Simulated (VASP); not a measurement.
# TaN in VASP: a series of runs, part 2 of 3

VASP 6.6.1. Earlier steps stand in the parts before.

### 3 Electric field gradients, PBEsol (equal xy, yz and zx shear strains of -3 %)

INCAR

```
SYSTEM = TaN
PREC = Accurate
ENCUT = 520
EDIFF = 1E-8
ISMEAR = -1
SIGMA = 0.02
LREAL = .False.
LASPH = .True.
NELM = 60
ALGO = Normal
ISIF = 2
LWAVE = .False.
LCHARG = .False.
GGA = PS
LEFG = .True.
NBANDS = 15
```

KPOINTS

```
regular mesh
0
Gamma
  12 12 10
  0 0 0
```

POSCAR

```
TaN
1.0
    2.9379988584     -0.0440699829     -0.0440699829
   -1.5071651539      2.5664166391     -0.0161307333
   -0.0432450000     -0.0432450000      2.8830000000
Ta N
1 1
Direct
    0.3333333333      0.6666666667      0.5000000000
    0.0000000000      0.0000000000      0.0000000000
```

Potentials or basis: VASP PAW PBE potentials, release 64 (Ta_pv, N).

Run with:

```bash
$ cat potpaw_PBE.64/Ta_pv/POTCAR potpaw_PBE.64/N/POTCAR > POTCAR
$ mpirun -np 1 vasp_std > vasp.out
```

OUTCAR:

```text
SYSTEM = TaN
   PREC = Accurate
   ENCUT = 520
   EDIFF = 1E-8
   ISMEAR = -1
   LREAL = .False.
   LASPH = .True.
   NELM = 60
   ISIF = 2
   GGA = PS

 ion  position               nearest neighbor table
   1  0.333  0.667  0.500-   2 2.16   2 2.19   2 2.23   2 2.25   2 2.25   2 2.26
   2  0.000  0.000  0.000-   1 2.16   1 2.19   1 2.23   1 2.25   1 2.25   1 2.26

  LATTYP: Found a triclinic cell.
 ALAT       =     2.9762898661
 B/A-ratio  =     1.7101520239
 C/A-ratio  =     1.4037559066
 COS(alpha) =     0.0003918690
 COS(beta)  =     0.3577134416
 COS(gamma) =     0.8697686736

  Lattice vectors:

 A1 = (   1.5071651539,  -2.5664166391,   0.0161307333)
 A2 = (   0.0763314494,  -5.0887632953,   0.0763314495)
 A3 = (   2.9812438584,  -0.0008249829,  -2.9270699829)

Analysis of symmetry for initial positions (statically):
=====================================================================
 Subroutine PRICEL returns:
 Original cell was already a primitive cell.

 Routine SETGRP: Setting up the symmetry group for a
 triclinic supercell.

 Subroutine GETGRP returns: Found  1 space group operations
 (whereof  1 operations were pure point group operations)
 out of a pool of  2 trial point group operations.

The static configuration has the point symmetry C_1 .

Analysis of symmetry for dynamics (positions and initial velocities):
=====================================================================
 Subroutine PRICEL returns:
 Original cell was already a primitive cell.

 Routine SETGRP: Setting up the symmetry group for a
 triclinic supercell.

[... 168 lines left out ...]
      8       5.1969      2.00000
      9      10.2173      0.00000
     10      11.3647      0.00000
     11      11.6767      0.00000
     12      12.2493      0.00000
     13      12.4017      0.00000
     14      21.1568      0.00000
[... 401 lines left out ...]
      2     -26.8090      2.00000
      3     -26.5265      2.00000
      4      -7.2404      2.00000
      5       0.1794      2.00000
      6       2.9651      2.00000
      7       3.4803      2.00000
      8       6.3170      2.00000
      9       9.8499      0.00000
     10      10.2433      0.00000
     11      12.7347      0.00000
     12      14.5310      0.00000
     13      17.3163      0.00000
     14      20.8842      0.00000
     15      21.5302      0.00000

 [... further k-points ...]
[... 5 lines left out ...]
  --------------------------------------------------------------------------------------
  -------------------------------------------------------------------------------------
  Total       -0.4479784     -0.3764621     -0.4168653      0.9668181      1.0341367      1.0364056
  in kB      -33.3261658    -28.0058993    -31.0115898     71.9238624     76.9318556     77.1006442
  external PRESSURE =     -30.7812183 kB  Pullay stress =       0.0000000 kB

 VOLUME and BASIS-vectors are now :
 -----------------------------------------------------------------------------
  energy-cutoff  :      520.00
  volume of cell :       21.54
      direct lattice vectors                 reciprocal lattice vectors
     2.937998858 -0.044069983 -0.044069983     0.343517225  0.201786852  0.008179561
    -1.507165154  2.566416639 -0.016130733     0.005987854  0.393202436  0.005987854
    -0.043245000 -0.043245000  2.883000000     0.005284560  0.005284560  0.347019446

 POSITION                                       TOTAL-FORCE (eV/Angst)
 -----------------------------------------------------------------------------------
     -0.04707      1.67463      1.41606        -0.096952     -0.006559     -0.050400
      0.00000      0.00000      0.00000         0.096952      0.006559      0.050400
 -----------------------------------------------------------------------------------
    total drift:                                0.000024      0.000020      0.000108

  FREE ENERGIE OF THE ION-ELECTRON SYSTEM (eV)
  ---------------------------------------------------
  free  energy   TOTEN  =       -23.7585198498 eV

  energy  without entropy=      -23.7584324386  energy(sigma->0) =      -23.75847614

 Electric field gradients (V/A^2)
---------------------------------------------------------------------
 ion       V_xx      V_yy      V_zz      V_xy      V_xz      V_yz
---------------------------------------------------------------------
   1      -9.516    -8.822    18.337   -39.421   -67.031   -67.110
   2      -0.174    -0.285     0.458    -2.683    -3.896    -3.889
---------------------------------------------------------------------

 Electric field gradients after diagonalization (V/A^2)
 (convention: |V_zz| > |V_xx| > |V_yy|)
----------------------------------------------------------------------
 ion       V_xx      V_yy      V_zz     asymmetry (V_yy - V_xx)/ V_zz
----------------------------------------------------------------------
   1      85.457    30.252  -115.708       0.477
   2       4.531     2.453    -6.984       0.298
----------------------------------------------------------------------

           NMR quadrupolar parameters

 Cq : quadrupolar parameter    Cq=e*Q*V_zz/h
 eta: asymmetry parameters     (V_yy - V_xx)/ V_zz
 Q  : nuclear electric quadrupole moment in mb (millibarn)
----------------------------------------------------------------------
 ion       Cq(MHz)       eta       Q (mb)
----------------------------------------------------------------------
   1      -0.280       0.477       1.000
   2      -0.017       0.298       1.000
----------------------------------------------------------------------
```

OSZICAR:

```text
N       E                     dE             d eps       ncg     rms          rms(c)
DAV:   1     0.893449925677E+02    0.89345E+02   -0.87440E+03 21736   0.113E+03
DAV:   2    -0.232737587202E+02   -0.11262E+03   -0.10593E+03 26242   0.305E+02
DAV:   3    -0.260931407264E+02   -0.28194E+01   -0.28063E+01 24681   0.449E+01
DAV:   4    -0.261047568555E+02   -0.11616E-01   -0.11613E-01 28279   0.312E+00
DAV:   5    -0.261048273770E+02   -0.70521E-04   -0.70517E-04 25143   0.227E-01    0.239E+01
DAV:   6    -0.238639141358E+02    0.22409E+01   -0.35137E+00 29035   0.225E+01    0.102E+01
DAV:   7    -0.237949051849E+02    0.69009E-01   -0.55689E-01 23743   0.586E+00    0.695E+00
DAV:   8    -0.237661268511E+02    0.28778E-01   -0.15517E-01 27593   0.328E+00    0.145E+00
DAV:   9    -0.237586465351E+02    0.74803E-02   -0.16076E-02 24114   0.104E+00    0.191E-01
DAV:  10    -0.237585941856E+02    0.52349E-04   -0.11151E-03 27131   0.390E-01    0.852E-02
DAV:  11    -0.237585196019E+02    0.74584E-04   -0.95732E-05 25598   0.107E-01    0.995E-03
DAV:  12    -0.237585200340E+02   -0.43212E-06   -0.12214E-05 23183   0.312E-02    0.475E-03
DAV:  13    -0.237585199521E+02    0.81872E-07   -0.34023E-08 28363   0.179E-03    0.257E-03
DAV:  14    -0.237585198559E+02    0.96175E-07   -0.18420E-08 24159   0.142E-03    0.401E-04
DAV:  15    -0.237585198498E+02    0.61796E-08   -0.11051E-09 11420   0.333E-04
   1 F= -.23758520E+02 E0= -.23758476E+02  d E =-.874111E-04
```

It took 4.2 min on 1 thread of Intel Xeon 8259CL, shared host; peak memory 0.35 GiB.

Results:

```yaml
Free_energy: -23.7585 eV
Pressure: -3.1 GPa
Largest_force: 0.109 eV/Å
Band_gap_on_the_k_mesh: zero (bands 8 and 9 overlap by 0.23 eV)
Largest_electric_field_gradient_by_atom: Ta -115.7; N -7.0 V/Å²
```

Forces on the atoms (eV/Å):
```
Ta  -0.097 -0.007 -0.050
N    0.097  0.007  0.050
```

Electric field gradients, principal values (V/Å²):
```csv
atom,least,middle,greatest (by size)
1 Ta,30.252,85.457,-115.708
2 N,2.453,4.531,-6.984
```

Caveat: the cell differs from its parent crystal (equal xy, yz and zx shear strains of -3 %); the cell stands under tension; without QUAD_EFG the Cq values of the log hold for a quadrupole moment of 1 mb, not for the nuclei; the PAW data sets were made with another functional, which shifts forces and pressure a little; spin-orbit coupling is left out, which moves the levels of the heavy elements.

### 4 Electric field gradients, PBEsol (equal xy, yz and zx shear strains of -1 %)

INCAR

```
PREC = Accurate
ENCUT = 520
EDIFF = 1E-8
ISMEAR = -1
SIGMA = 0.02
LREAL = F
LASPH = T
NELM = 60
ALGO = Normal
ISIF = 2
LWAVE = F
LCHARG = F
GGA = PS
LEFG = T
NBANDS = 15
```

KPOINTS

```
regular mesh
0
Gamma
  12 12 10
```

POSCAR

```
TaN
1.0
    2.9379988584     -0.0146899943     -0.0146899943
   -1.4817213374      2.5517266448     -0.0053769111
   -0.0144150000     -0.0144150000      2.8830000000
Ta N
1 1
Direct
    0.3333333333      0.6666666667      0.5000000000
    0.0000000000      0.0000000000      0.0000000000
```

Potentials or basis: VASP PAW PBE potentials, release 64 (Ta_pv, N).

Run with:

```bash
$ cat potpaw_PBE.64/Ta_pv/POTCAR potpaw_PBE.64/N/POTCAR > POTCAR
$ mpirun -np 1 vasp_std > vasp.out
```

OUTCAR:

```text
PREC = Accurate
   ENCUT = 520
   EDIFF = 1E-8
   ISMEAR = -1
   LREAL = F
   LASPH = T
   NELM = 60
   ISIF = 2
   GGA = PS

 ion  position               nearest neighbor table
   1  0.333  0.667  0.500-   2 2.21   2 2.22   2 2.23   2 2.24   2 2.24   2 2.24
   2  0.000  0.000  0.000-   1 2.21   1 2.22   1 2.23   1 2.24   1 2.24   1 2.24

  LATTYP: Found a triclinic cell.
 ALAT       =     2.9507348072
 B/A-ratio  =     1.7246180512
 C/A-ratio  =     1.4019657361
 COS(alpha) =     0.0001326136
 COS(beta)  =     0.3571629385
 COS(gamma) =     0.8672748744

  Lattice vectors:

 A1 = (   1.4817213374,  -2.5517266448,   0.0053769111)
 A2 = (   0.0254438164,  -5.0887632953,   0.0254438165)
 A3 = (   2.9524138584,  -0.0002749943,  -2.8976899943)

Analysis of symmetry for initial positions (statically):
=====================================================================
 Subroutine PRICEL returns:
 Original cell was already a primitive cell.

 Routine SETGRP: Setting up the symmetry group for a
 triclinic supercell.

 Subroutine GETGRP returns: Found  1 space group operations
 (whereof  1 operations were pure point group operations)
 out of a pool of  2 trial point group operations.

The static configuration has the point symmetry C_1 .

Analysis of symmetry for dynamics (positions and initial velocities):
=====================================================================
 Subroutine PRICEL returns:
 Original cell was already a primitive cell.

 Routine SETGRP: Setting up the symmetry group for a
 triclinic supercell.

 Subroutine GETGRP returns: Found  1 space group operations
 (whereof  1 operations were pure point group operations)
 out of a pool of  2 trial point group operations.

The dynamic configuration has the point symmetry C_1 .

 Subroutine INISYM returns: Found  1 space group operations
 (whereof  1 operations are pure point group operations),
 and found     1 'primitive' translations

----------------------------------------------------------------------------------------

                                     Primitive cell

  volume of cell :      21.5499

  direct lattice vectors                    reciprocal lattice vectors
     2.937998858 -0.014689994 -0.014689994     0.341372378  0.198231752  0.002698021
    -1.481721337  2.551726645 -0.005376911     0.001975088  0.393042551  0.001975088
    -0.014415000 -0.014415000  2.883000000     0.001743107  0.001743107  0.346878340

  length of vectors
     2.938072307  2.950734807  2.883072074     0.394763483  0.393052476  0.346887099

  position of ions in fractional coordinates (direct lattice)
     0.333333333  0.666666667  0.500000000
     0.000000000  0.000000000  0.000000000

  ion indices of the primitive-cell ions
   primitive index   ion index
                 1           1
                 2           2

----------------------------------------------------------------------------------------

 KPOINTS: regular mesh

[... 80 lines left out ...]
   EMIN   =  10.00;   EMAX   =-10.00  energy-range for DOS
   EFERMI =   0.00;   METHOD = LEGACY
   ISMEAR =    -1;   SIGMA  =   0.02  broadening in eV -4-tet -1-fermi 0-gaus
   EFERMI_NEDOS =   21; number of points for ismear=-14 and -15
   IALGO  =     38    algorithm
   IMIX   =      4    mixing-type and parameters
     AMIX     =   0.40;   BMIX     =  1.00
     AMIX_MAG =   1.60;   BMIX_MAG =  1.00
  volume/ion in A,a.u.               =      10.77        72.71
  Fermi-wavevector in a.u.,A,eV,Ry     =   1.482403  2.801335 29.899046  2.197518
  Thomas-Fermi vector in A             =   2.596193
   LORBIT       =      0    0 simple, 1 ext, 2 COOP (PROOUT), +10 PAW based schemes
   GGA     = PS    functional components
   LHFCALC =     F    Hartree Fock is set to
   AEXX    =    0.0000 exact exchange contribution
   IVDW    =     0    specifies the selected vdW correction
   LEPSILON=     F    determine dielectric tensor
   LRPA    =     F    only Hartree local field effects (RPA)
 non-spin polarized calculation
  energy-cutoff  :      520.00
  volume of cell :       21.55
 maximum number of plane-waves:       600
 NGX is ok and might be reduce to    24
   NGX = 11   NGY = 11   NGZ = 11

 number of electron      16.0000001 magnetization

 Free energy of the ion-electron system (eV)
  ---------------------------------------------------
  ext. energy  EPLUGINS =         0.00000000
  ---------------------------------------------------
  free energy    TOTEN  =       -23.79831139 eV

  energy without entropy =      -23.79817313  energy(sigma->0) =      -23.79824226

 E-fermi :   8.1672     XC(G=0): -13.5055

 val. band max:        8.1535012536   @ k =   0.0833   0.0000   0.5000
 cond. band min:       8.1675011848   @ k =   0.0000   0.0000   0.4000
 fundamental gap:      0.0139999313
 Fermi energy:         8.1672172855

 k-point     1 :       0.0000    0.0000    0.0000
  band No.  band energies     occupation
      1     -26.6862      2.00000
      2     -26.4298      2.00000
      3     -26.4076      2.00000
      4      -9.6445      2.00000
      5       3.4650      2.00000
      6       3.5877      2.00000
      7       3.8727      2.00000
      8       5.1839      2.00000
      9      10.2965      0.00000
     10      11.6004      0.00000
     11      11.7232      0.00000
     12      12.0847      0.00000
     13      12.1340      0.00000
     14      21.1051      0.00000
[... 401 lines left out ...]
      2     -26.8039      2.00000
      3     -26.5394      2.00000
      4      -7.2781      2.00000
      5       0.1791      2.00000
      6       3.0010      2.00000
      7       3.4444      2.00000
      8       6.3537      2.00000
      9       9.9488      0.00000
     10      10.1680      0.00000
     11      12.6138      0.00000
     12      14.6190      0.00000
     13      17.2222      0.00000
     14      20.8600      0.00000
     15      21.5153      0.00000

 [... further k-points ...]
[... 5 lines left out ...]
  --------------------------------------------------------------------------------------
  -------------------------------------------------------------------------------------
  Total       -0.5432420     -0.5174203     -0.5413968      0.3037711      0.3345319      0.3347984
  in kB      -40.3885306    -38.4687638    -40.2513503     22.5845363     24.8715208     24.8913319
  external PRESSURE =     -39.7028816 kB  Pullay stress =       0.0000000 kB

 VOLUME and BASIS-vectors are now :
 -----------------------------------------------------------------------------
  energy-cutoff  :      520.00
  volume of cell :       21.55
      direct lattice vectors                 reciprocal lattice vectors
     2.937998858 -0.014689994 -0.014689994     0.341372378  0.198231752  0.002698021
    -1.481721337  2.551726645 -0.005376911     0.001975088  0.393042551  0.001975088
    -0.014415000 -0.014415000  2.883000000     0.001743107  0.001743107  0.346878340

 POSITION                                       TOTAL-FORCE (eV/Angst)
 -----------------------------------------------------------------------------------
     -0.01569      1.68905      1.43302        -0.020976     -0.000379     -0.005514
      0.00000      0.00000      0.00000         0.020976      0.000379      0.005514
 -----------------------------------------------------------------------------------
    total drift:                               -0.000027     -0.000007      0.000027

  FREE ENERGIE OF THE ION-ELECTRON SYSTEM (eV)
  ---------------------------------------------------
  free  energy   TOTEN  =       -23.7983113902 eV

  energy  without entropy=      -23.7981731330  energy(sigma->0) =      -23.79824226

 Electric field gradients (V/A^2)
---------------------------------------------------------------------
 ion       V_xx      V_yy      V_zz      V_xy      V_xz      V_yz
---------------------------------------------------------------------
   1      -9.686    -9.637    19.323   -12.864   -22.397   -22.401
   2      -0.186    -0.198     0.383    -0.899    -1.271    -1.270
---------------------------------------------------------------------

 Electric field gradients after diagonalization (V/A^2)
 (convention: |V_zz| > |V_xx| > |V_yy|)
----------------------------------------------------------------------
 ion       V_xx      V_yy      V_zz     asymmetry (V_yy - V_xx)/ V_zz
----------------------------------------------------------------------
   1      36.363     3.202   -39.565       0.838
   2       1.588     0.707    -2.295       0.384
----------------------------------------------------------------------

           NMR quadrupolar parameters

 Cq : quadrupolar parameter    Cq=e*Q*V_zz/h
 eta: asymmetry parameters     (V_yy - V_xx)/ V_zz
 Q  : nuclear electric quadrupole moment in mb (millibarn)
----------------------------------------------------------------------
 ion       Cq(MHz)       eta       Q (mb)
----------------------------------------------------------------------
   1      -0.096       0.838       1.000
   2      -0.006       0.384       1.000
----------------------------------------------------------------------
```

It took 4.2 min on 1 thread of Intel Xeon 8259CL, shared host; peak memory 0.35 GiB.

Results:

* Free energy: -23.7983 eV
* Pressure: -4.0 GPa
* Largest force: 0.022 eV/Å
* Band gap on the k mesh: zero (bands 8 and 9 overlap by 0.32 eV)
* Largest electric field gradient by atom: Ta -39.6; N -2.3 V/Å²

Forces in eV/Å, atoms in the order of the input:
```
Ta  -0.021  0.000 -0.006
N    0.021  0.000  0.006
```

Levels at points of the mesh, in eV from the Fermi level:
| k point | band 5 | band 6 | band 7 | band 8 | band 9 | band 10 | band 11 | band 12 |
| --- | --- | --- | --- | --- | --- | --- | --- | --- |
| (0.00, 0.00, 0.00) | -4.70 | -4.58 | -4.29 | -2.98 | 2.13 | 3.43 | 3.56 | 3.92 |
| (0.50, 0.00, 0.00) | -8.37 | -5.28 | -3.56 | -3.28 | 2.86 | 3.95 | 5.12 | 5.25 |
| (0.00, 0.50, 0.00) | -8.39 | -5.27 | -3.57 | -3.24 | 2.90 | 3.98 | 5.12 | 5.25 |
| (0.50, 0.50, 0.00) | -8.40 | -5.27 | -3.59 | -3.20 | 2.93 | 4.01 | 5.12 | 5.25 |
| (0.00, 0.00, 0.50) | -9.46 | -3.84 | -3.80 | -0.28 | -0.08 | 2.36 | 3.17 | 3.29 |
| (0.50, 0.00, 0.50) | -7.42 | -6.28 | -5.83 | -0.37 | 4.06 | 5.31 | 6.02 | 7.03 |
| (0.00, 0.50, 0.50) | -7.42 | -6.28 | -5.77 | -0.42 | 4.08 | 5.28 | 6.00 | 7.01 |
| (0.50, 0.50, 0.50) | -7.41 | -6.27 | -5.71 | -0.48 | 4.10 | 5.26 | 5.98 | 7.00 |

Electric field gradients, principal values (V/Å²):
```tsv
atom	least	middle	greatest (by size)
1 Ta	3.202	36.363	-39.565
2 N	0.707	1.588	-2.295
```

Caveat: the cell differs from its parent crystal (equal xy, yz and zx shear strains of -1 %); the cell stands under tension; without QUAD_EFG the Cq values of the log hold for a quadrupole moment of 1 mb, not for the nuclei; the PAW data sets were made with another functional, which shifts forces and pressure a little; spin-orbit coupling is left out, which moves the levels of the heavy elements.

[end of part 2 of 3]

The gap in the log of VASP goes by the Fermi energy; the results here count the filled bands.